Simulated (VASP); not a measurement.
# Au (I4/mmm) in VASP: further runs

Au is run at these levels: PBE; tasks: single point.

Program: VASP 6.6.1. These are calculated values, not measurements. Logs are shortened: lines on timing, memory, paths and dates and some standing lists are left out, and cuts for length are marked.

### Step 1. The cell of the first run

It takes space group I4/mmm (No. 139, tetragonal). Conventional cell: a = 2.893 Å, b = 2.893 Å, c = 3.886 Å, α = 90.00°, β = 90.00°, γ = 90.00°. Within 3.7 Å of Au (site symmetry 4/mmm) lie 12 Au at 2.82 to 2.89 Å.

### Step 2. Single point, PBE (strain +0.000 along x and y, -0.050 along z)

The input, INCAR:

```
SYSTEM = Au
PREC = Accurate ; ENCUT = 520
EDIFF = 1E-6 ; ISMEAR = 0
SIGMA = 0.15 ; LREAL = .FALSE.
LASPH = .TRUE. ; NELM = 100
ALGO = Normal ; ISIF = 2
LWAVE = .FALSE. ; LCHARG = .TRUE.
GGA = PE ; LELF = .TRUE.
LVHAR = .TRUE. ; NBANDS = 12
```

The input, KPOINTS:

```
Automatic mesh
0
G
  20 20 20
  0 0 0
```

The input, POSCAR:

```
Au
1.0
    0.0000000000      2.0455000000      1.9432250000
    2.0455000000      0.0000000000      1.9432250000
    2.0455000000      2.0455000000      0.0000000000
Au
1
Direct
    0.0000000000      0.0000000000      0.0000000000
```

Potentials or basis: VASP PAW PBE potentials, release 64 (Au).

On the command line:

```sh
$ cat potpaw_PBE.64/Au/POTCAR > POTCAR
$ mpirun -np 1 vasp_std > vasp.out
```

OUTCAR:

```text
SYSTEM = Au
   PREC = Accurate
   ENCUT = 520
   EDIFF = 1E-6
   ISMEAR = 0
   LREAL = .FALSE.
   LASPH = .TRUE.
   NELM = 100
   ISIF = 2
   GGA = PE

 ion  position               nearest neighbor table
   1  0.000  0.000  0.000-

  LATTYP: Found a body centered tetragonal cell.
 ALAT       =     2.8927738418
 C/A-ratio  =     1.3435028843

  Lattice vectors:

 A1 = (   0.0000000000,  -2.0455000000,  -1.9432250000)
 A2 = (   0.0000000000,   2.0455000000,  -1.9432250000)
 A3 = (   2.0455000000,   0.0000000000,   1.9432250000)

Analysis of symmetry for initial positions (statically):
=====================================================================
 Subroutine PRICEL returns:
 Original cell was already a primitive cell.

 Routine SETGRP: Setting up the symmetry group for a
 body centered tetragonal supercell.

 Subroutine GETGRP returns: Found 16 space group operations
 (whereof 16 operations were pure point group operations)
 out of a pool of 16 trial point group operations.

The static configuration has the point symmetry D_4h.

Analysis of symmetry for dynamics (positions and initial velocities):
=====================================================================
 Subroutine PRICEL returns:
 Original cell was already a primitive cell.

 Routine SETGRP: Setting up the symmetry group for a
 body centered tetragonal supercell.

 Subroutine GETGRP returns: Found 16 space group operations
 (whereof 16 operations were pure point group operations)
 out of a pool of 16 trial point group operations.

The dynamic configuration has the point symmetry D_4h.

 Subroutine INISYM returns: Found 16 space group operations
 (whereof 16 operations are pure point group operations),
 and found     1 'primitive' translations

----------------------------------------------------------------------------------------

                                     Primitive cell

  volume of cell :      16.2612

  direct lattice vectors                    reciprocal lattice vectors
     0.000000000  2.045500000  1.943225000    -0.244439012  0.244439012  0.257304224
     2.045500000  0.000000000  1.943225000     0.244439012 -0.244439012  0.257304224
     2.045500000  2.045500000  0.000000000     0.244439012  0.244439012 -0.257304224

  length of vectors
     2.821381515  2.821381515  2.892773842     0.430936567  0.430936567  0.430936567

  position of ions in fractional coordinates (direct lattice)
[... 83 lines left out ...]
   ISIF   =      2    stress and relaxation
   ISYM   =      2    0-nonsym 1-usesym 2-fastsym
   POTIM  = 0.5000    time-step for ionic-motion
   TEBEG  =    0.0;   TEEND  =   0.0 temperature during run
   PSTRESS=    0.0 pullay stress
   NELECT =      11.0000    total number of electrons
   NUPDOWN=      -1.0000    fix difference up-down
   EMIN   =  10.00;   EMAX   =-10.00  energy-range for DOS
   EFERMI =   0.00;   METHOD = LEGACY
   ISMEAR =     0;   SIGMA  =   0.15  broadening in eV -4-tet -1-fermi 0-gaus
   EFERMI_NEDOS =   21; number of points for ismear=-14 and -15
   IALGO  =     38    algorithm
   IMIX   =      4    mixing-type and parameters
     AMIX     =   0.40;   BMIX     =  1.00
     AMIX_MAG =   1.60;   BMIX_MAG =  1.00
  volume/ion in A,a.u.               =      16.26       109.74
  Fermi-wavevector in a.u.,A,eV,Ry     =   1.437105  2.715734 28.099699  2.065270
  Thomas-Fermi vector in A             =   2.556219
   LORBIT       =      0    0 simple, 1 ext, 2 COOP (PROOUT), +10 PAW based schemes
   GGA     = PE    functional components
   LHFCALC =     F    Hartree Fock is set to
   AEXX    =    0.0000 exact exchange contribution
   IVDW    =     0    specifies the selected vdW correction
   LEPSILON=     F    determine dielectric tensor
   LRPA    =     F    only Hartree local field effects (RPA)
 non-spin polarized calculation
 Gauss-broadening in eV      SIGMA  =   0.15
  energy-cutoff  :      520.00
  volume of cell :       16.26
 maximum number of plane-waves:       453
 NGX is ok and might be reduce to    24
   NGX = 11   NGY = 11   NGZ = 11

 number of electron      11.0000001 magnetization

 Free energy of the ion-electron system (eV)
  ---------------------------------------------------
  ext. energy  EPLUGINS =         0.00000000
  ---------------------------------------------------
  free energy    TOTEN  =        -3.13197716 eV

  energy without entropy =       -3.12852586  energy(sigma->0) =       -3.13025151

 E-fermi :  10.3165     XC(G=0): -12.9999

 val. band max:       10.3124827998   @ k =  -0.4500   0.1000   0.0500
 cond. band min:      10.3172559088   @ k =  -0.1000   0.4000   0.3000
 fundamental gap:      0.0047731090
 Fermi energy:        10.3164665529

 k-point     1 :       0.0000    0.0000    0.0000
  band No.  band energies     occupation
      1      -0.0851      2.00000
      2       5.1786      2.00000
      3       5.1786      2.00000
      4       5.6437      2.00000
      5       6.6955      2.00000
      6       7.2117      2.00000
      7      24.7656      0.00000
      8      28.6603      0.00000
      9      28.6603      0.00000
     10      29.6934      0.00000
     11      34.1064      0.00000
     12      38.5073      0.00000
[... 331 lines left out ...]
 k-point    24 :      -0.3500    0.0500    0.0000
  band No.  band energies     occupation
      1       2.5446      2.00000
      2       5.2365      2.00000
      3       5.6088      2.00000
      4       6.4623      2.00000
      5       7.7043      2.00000
      6       8.1418      2.00000
      7      17.2872      0.00000
      8      24.8869      0.00000
      9      28.4030      0.00000
     10      29.0735      0.00000
     11      34.0150      0.00000
     12      34.4351      0.00000

 [... further k-points ...]

------------------------ aborting loop because EDIFF is reached ----------------------------------------

  FORCE on cell =-STRESS in cart. coord.  units (eV):
  Direction    XX          YY          ZZ          XY          YZ          ZX
  --------------------------------------------------------------------------------------
  -------------------------------------------------------------------------------------
  Total        1.8201137      1.8201137      1.9898834      0.0000000      0.0000000      0.0000000
  in kB      179.3316914    179.3316914    196.0587209      0.0000000      0.0000000      0.0000000
  external PRESSURE =     184.9073679 kB  Pullay stress =       0.0000000 kB

 VOLUME and BASIS-vectors are now :
 -----------------------------------------------------------------------------
  energy-cutoff  :      520.00
  volume of cell :       16.26
      direct lattice vectors                 reciprocal lattice vectors
     0.000000000  2.045500000  1.943225000    -0.244439012  0.244439012  0.257304224
     2.045500000  0.000000000  1.943225000     0.244439012 -0.244439012  0.257304224
     2.045500000  2.045500000  0.000000000     0.244439012  0.244439012 -0.257304224

 POSITION                                       TOTAL-FORCE (eV/Angst)
 -----------------------------------------------------------------------------------
      0.00000      0.00000      0.00000        -0.000000      0.000000     -0.000000
 -----------------------------------------------------------------------------------
    total drift:                                0.000000     -0.000000      0.000000

  FREE ENERGIE OF THE ION-ELECTRON SYSTEM (eV)
  ---------------------------------------------------
  free  energy   TOTEN  =        -3.1319771554 eV

  energy  without entropy=       -3.1285258563  energy(sigma->0) =       -3.13025151
```

It took 2 min on 1 thread of AMD EPYC 7R43 (Zen 3), shared host; peak memory 0.21 GiB.

Results:

```yaml
Free_energy: -3.1320 eV
Pressure: 18.5 GPa
```

Caveat: the cell differs from its parent crystal (strain +0.000 along x and y, -0.050 along z); spin-orbit coupling is left out, which moves the levels of the heavy elements.

### Step 3. Single point, PBE (strain +0.050 along x and y, +0.000 along z)

The input, INCAR:

```
PREC     = Accurate       # precision mode
ENCUT    = 520            # plane-wave cutoff, eV
EDIFF    = 1E-6           # SCF threshold, eV
ISMEAR   = 0              # smearing method
SIGMA    = 0.15           # smearing width, eV
LREAL    = F              # projectors in reciprocal space
LASPH    = T              # aspherical terms in the spheres
NELM     = 80             # most SCF steps
ALGO     = Normal         # electronic algorithm
ISIF     = 2              # what is computed and relaxed
LWAVE    = F              # write WAVECAR
LCHARG   = T              # write CHGCAR
GGA      = PE             # functional
LELF     = T              # ELF
LVHAR    = T            
NBANDS   = 12             # bands
```

The input, KPOINTS:

```
Automatic mesh
0
Gamma
  20 20 20
```

The input, POSCAR:

```
Au
1.0
    0.0000000000      2.1477750000      2.0455000000
    2.1477750000      0.0000000000      2.0455000000
    2.1477750000      2.1477750000      0.0000000000
Au
1
Direct
    0.0000000000      0.0000000000      0.0000000000
```

Potentials or basis: VASP PAW PBE potentials, release 64 (Au).

On the command line:

```sh
$ cat potpaw_PBE.64/Au/POTCAR > POTCAR
$ mpirun -np 1 vasp_std > vasp.out
```

OUTCAR:

```text
PREC = Accurate
   ENCUT = 520
   EDIFF = 1E-6
   ISMEAR = 0
   LREAL = F
   LASPH = T
   NELM = 80
   ISIF = 2
   GGA = PE

 ion  position               nearest neighbor table
   1  0.000  0.000  0.000-

  LATTYP: Found a body centered tetragonal cell.
 ALAT       =     3.0374125339
 C/A-ratio  =     1.3468700594

  Lattice vectors:

 A1 = (   0.0000000000,  -2.1477750000,  -2.0455000000)
 A2 = (   0.0000000000,   2.1477750000,  -2.0455000000)
 A3 = (   2.1477750000,   0.0000000000,   2.0455000000)

[... 538 lines left out ...]
     12      30.2604      0.00000

 [... further k-points ...]

------------------------ aborting loop because EDIFF is reached ----------------------------------------

  FORCE on cell =-STRESS in cart. coord.  units (eV):
  Direction    XX          YY          ZZ          XY          YZ          ZX
  --------------------------------------------------------------------------------------
  -------------------------------------------------------------------------------------
  Total       -0.7521287     -0.7521287     -0.6380206      0.0000000      0.0000000      0.0000000
  in kB      -63.8551166    -63.8551166    -54.1674310      0.0000000      0.0000000      0.0000000
  external PRESSURE =     -60.6258881 kB  Pullay stress =       0.0000000 kB

 VOLUME and BASIS-vectors are now :
 -----------------------------------------------------------------------------
  energy-cutoff  :      520.00
  volume of cell :       18.87
      direct lattice vectors                 reciprocal lattice vectors
     0.000000000  2.147775000  2.045500000    -0.232799059  0.232799059  0.244439012
     2.147775000  0.000000000  2.045500000     0.232799059 -0.232799059  0.244439012
     2.147775000  2.147775000  0.000000000     0.232799059  0.232799059 -0.244439012

 POSITION                                       TOTAL-FORCE (eV/Angst)
 -----------------------------------------------------------------------------------
      0.00000      0.00000      0.00000         0.000000     -0.000000      0.000000
 -----------------------------------------------------------------------------------
    total drift:                                0.000000     -0.000000     -0.000000

  FREE ENERGIE OF THE ION-ELECTRON SYSTEM (eV)
  ---------------------------------------------------
  free  energy   TOTEN  =        -3.2031536463 eV

  energy  without entropy=       -3.2002064999  energy(sigma->0) =       -3.20168007
```

OSZICAR:

```text
N       E                     dE             d eps       ncg     rms          rms(c)
DAV:   1     0.496607527188E+02    0.49661E+02   -0.55090E+03 15896   0.805E+02
DAV:   2    -0.276197758769E+01   -0.52423E+02   -0.49262E+02 17924   0.183E+02
DAV:   3    -0.345711504364E+01   -0.69514E+00   -0.69449E+00 18640   0.206E+01
DAV:   4    -0.345955728780E+01   -0.24422E-02   -0.24421E-02 18268   0.141E+00
DAV:   5    -0.345957707070E+01   -0.19783E-04   -0.19783E-04 18856   0.122E-01    0.684E+00
DAV:   6    -0.321702897854E+01    0.24255E+00   -0.73198E-01 16644   0.672E+00    0.460E+00
DAV:   7    -0.320467310241E+01    0.12356E-01   -0.42957E-02 18384   0.166E+00    0.248E+00
DAV:   8    -0.320315801195E+01    0.15151E-02   -0.84334E-04 16900   0.240E-01    0.213E-01
DAV:   9    -0.320314678876E+01    0.11223E-04   -0.79123E-06 18620   0.223E-02    0.231E-02
DAV:  10    -0.320315377149E+01   -0.69827E-05   -0.41719E-06 17692   0.203E-02    0.375E-03
DAV:  11    -0.320315364631E+01    0.12518E-06   -0.79687E-08  9724   0.216E-03
   1 F= -.32031536E+01 E0= -.32016801E+01  d E =-.294715E-02
```

Run time: 1.9 min. Hardware: 1 thread of AMD EPYC 7R43 (Zen 3), shared host; peak memory 0.22 GiB.

Results:

| Property | Result |
| --- | --- |
| Free energy | -3.2032 eV |
| Pressure | -6.1 GPa |

Levels at points of the mesh, in eV from the Fermi level:
```
           k point  band 4  band 5  band 6  band 7  band 8  band 9
(0.00, 0.00, 0.00)   -3.92   -3.10   -2.72   14.66   17.84   17.84
(0.50, 0.00, 0.00)   -1.99   -1.81   -0.47    2.59   13.94   15.85
(0.50, 0.50, 0.00)   -1.61   -1.61    1.85    5.70    9.19    9.19
(0.50, 0.00, 0.50)   -1.78   -1.51    1.07    4.68   10.00   10.04
```

Caveat: the cell differs from its parent crystal (strain +0.050 along x and y, +0.000 along z); spin-orbit coupling is left out, which moves the levels of the heavy elements.
